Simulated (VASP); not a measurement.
Crystal: Al5N.

```
Al N
1.0
     0.00000    3.55058    3.55058
     3.55058    0.00000    3.55058
     3.55058    3.55058    0.00000
Al N
5 1
Direct
  0.25000 0.25000 0.25000
  0.62426 0.12721 0.62426
  0.62426 0.62426 0.12721
  0.62426 0.62426 0.62426
  0.12721 0.62426 0.62426
  0.00000 0.00000 0.00000
```

- Program: VASP 6.6.1
- Task: relaxation of cell and atoms
- Functional: PBE
- Potentials or basis: VASP PAW PBE potentials, release 64 (Al, N)
- Cutoff: 600 eV
- k mesh: 4 × 4 × 4
- Occupations: gaussian, width 0.1 eV
- Spin: no spin polarisation

At the start: pressure 7.1 GPa; volume 14.92 Å³/atom.

Q: How do energy, volume and symmetry change on relaxing?

A: Over 5 steps the energy falls by 26.8 meV/atom and the volume is 16.25 Å³/atom (+8.9 %); space group F-43m (No. 216, to 0.05 Å).

Step by step:
| step | energy change (eV) | largest force (eV/Å) | pressure (GPa) | volume (Å³) |
| --- | --- | --- | --- | --- |
| 1 | 0.0000 | 0.1421 | 7.10 | 89.52 |
| 2 | -0.1585 | 0.0810 | -0.68 | 98.36 |
| 3 | -0.1608 | 0.0625 | 0.05 | 97.30 |
| 4 | -0.1608 | 0.0654 | -0.06 | 97.46 |
| 5 | -0.1610 | 0.0243 | -0.11 | 97.53 |

Final structure:
```xyz
6
Lattice="0.0000 3.6534 3.6534 3.6534 0.0000 3.6534 3.6534 3.6534 0.0000" Properties=species:S:1:pos:R:3 pbc="T T T"
Al    1.8267    1.8267    1.8267
Al    2.7435    4.5633    2.7435
Al    2.7435    2.7435    4.5633
Al    4.5633    4.5633    4.5633
Al    4.5633    2.7435    2.7435
N     0.0000    0.0000    0.0000
```

Caveat: the k points lie up to 0.37 Å⁻¹ apart in the final cell.
